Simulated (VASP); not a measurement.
**HfC: single point with PBE+D4**

Crystal: HfC.

```
Hf C
1.0
     0.00000    2.31423    2.31423
     2.31423    0.00000    2.31423
     2.31423    2.31423    0.00000
Hf C
1 1
Direct
  0.50000 0.50000 0.50000
  0.00000 0.00000 0.00000
```

* Program: VASP 6.6.1
* Task: single point
* Functional: PBE
* Dispersion: D4
* Potentials or basis: VASP PAW PBE potentials, release 64 (Hf_pv, C)
* Cutoff: 520 eV
* k mesh: 10 × 10 × 10
* Occupations: fermi-dirac, width 0.05 eV
* Spin: no spin polarisation
* Dipole correction: no
* Further INCAR settings: ALGO = Normal; EDIFF = 1e-06; NBANDS = 14

```
Pressure                   : -0.7 GPa
Band gap on the k mesh     : zero (band 7 reaches 7.07 eV, above the bottom of band 8 at 5.66 eV)
Dispersion energy per atom : -0.254 eV
```

Levels at points of the mesh, in eV from the Fermi level:
| k point | band 3 | band 4 | band 5 | band 6 | band 7 | band 8 | band 9 | band 10 | band 11 | band 12 |
| --- | --- | --- | --- | --- | --- | --- | --- | --- | --- | --- |
| (0.00, 0.00, 0.00) | -29.53 | -12.40 | 0.98 | 0.98 | 0.98 | 1.37 | 1.37 | 1.37 | 3.41 | 3.41 |
| (0.50, 0.00, 0.00) | -29.60 | -8.58 | -6.23 | -3.05 | -3.05 | 5.37 | 5.37 | 5.85 | 6.60 | 11.55 |
| (0.50, 0.50, 0.00) | -29.77 | -10.50 | -2.60 | -1.84 | -0.11 | -0.11 | 5.37 | 6.82 | 6.82 | 8.59 |

It took 7.2 s on 1 thread of Intel(R) Xeon(R) 6975P-C (Granite Rapids), on a shared host, peak memory 0.14 GiB.

Caveat: spin-orbit coupling is left out, which moves the levels of the heavy elements; pairwise dispersion overbinds metals, which lowers pressure and volume.
